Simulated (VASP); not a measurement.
## H3CCl: single point with PBE+D3(BJ)

The system is H3CCl.

```
C Cl H
1.0
     7.92004    0.00000    0.00000
     0.00000    7.92004    0.00000
     0.00000    0.00000    7.92004
C Cl H
6 6 18
Direct
  0.52274 0.95174 0.54741
  0.04991 0.49725 0.42086
  0.92471 0.22420 0.80351
  0.62814 0.77515 0.00780
  0.51156 0.24141 0.13567
  0.10129 0.02373 0.39502
  0.45943 0.76454 0.44295
  0.85141 0.59879 0.46981
  0.13628 0.30375 0.84372
  0.42761 0.72367 0.91986
  0.45794 0.33083 0.34034
  0.92621 0.09224 0.26241
  0.62117 0.92269 0.64285
  0.57767 0.04047 0.44996
  0.42113 0.01944 0.62036
  0.11947 0.57565 0.33140
  0.11747 0.50022 0.54755
  0.01009 0.37483 0.37197
  0.93551 0.09000 0.77777
  0.85338 0.24966 0.91965
  0.86358 0.29482 0.70136
  0.67349 0.89638 0.95851
  0.60796 0.78281 0.13749
  0.71241 0.67266 0.96183
  0.51491 0.36156 0.06121
  0.63688 0.19131 0.14664
  0.41159 0.15895 0.10154
  0.06207 0.89665 0.43510
  0.21401 0.00795 0.32677
  0.11929 0.09892 0.50550
```

* Program: VASP 6.6.1
* Task: single point
* Functional: PBE
* Dispersion: D3(BJ)
* Potentials or basis: VASP PAW PBE potentials, release 64 (C, Cl, H)
* Cutoff: 520 eV
* k mesh: 1 × 1 × 1
* Occupations: fermi-dirac, width 0.02 eV
* Spin: no spin polarisation
* Dipole correction: no
* Further INCAR settings: LREAL = Auto; ALGO = Normal; EDIFF = 1e-06; NBANDS = 63

```
Pressure                   : -0.2 GPa
Largest force              : 2.865 eV/Å
Dispersion energy per atom : -0.049 eV
```

Forces on the atoms (eV/Å):
```
C    0.665  1.396  0.302
C    0.049  0.700  1.587
C    0.166  0.638  0.521
C    0.423 -0.470 -2.311
C    0.035  2.809  0.563
C   -1.834 -1.420  0.144
Cl  -0.207  0.021  0.160
Cl  -0.070  0.250 -0.184
Cl  -0.469 -0.143 -0.244
Cl  -0.364  0.102 -0.212
Cl   0.015 -0.193  0.081
Cl   0.724  0.011  0.410
H   -0.173 -0.179 -0.435
H   -0.453 -0.683  0.810
H    0.225 -0.677 -0.773
H   -0.066 -0.118 -0.192
H   -0.319 -0.559 -1.284
H    0.551 -0.128  0.037
H   -0.077 -0.212 -0.061
H    0.068 -0.254 -0.057
H    0.317 -0.042 -0.169
H   -0.132 -0.017 -0.065
H    0.127 -0.121  2.033
H   -0.054  0.463  0.630
H   -0.074 -1.013 -0.206
H    0.434 -0.605 -0.030
H   -0.542 -0.798 -0.476
H    0.008  0.095  0.074
H    1.137  0.231 -1.098
H   -0.108  0.918  0.449
```

Stress tensor (GPa, compression positive):
```
-0.18 -0.15 -0.31
-0.15 -0.33 -0.14
-0.31 -0.14 -0.05
```

Levels at points of the mesh, in eV from the Fermi level:
| k point | band 38 | band 39 | band 40 | band 41 | band 42 | band 43 | band 44 | band 45 | band 46 | band 47 |
| --- | --- | --- | --- | --- | --- | --- | --- | --- | --- | --- |
| (0.00, 0.00, 0.00) | -0.86 | -0.80 | -0.73 | -0.57 | -0.49 | 4.77 | 5.00 | 5.21 | 5.45 | 5.85 |

Wall time 45 s on 1 thread of AMD EPYC 7R13 Processor (Zen 3), with other jobs on the host, peak memory 0.41 GiB.

Caveat: the k points lie up to 0.79 Å⁻¹ apart.
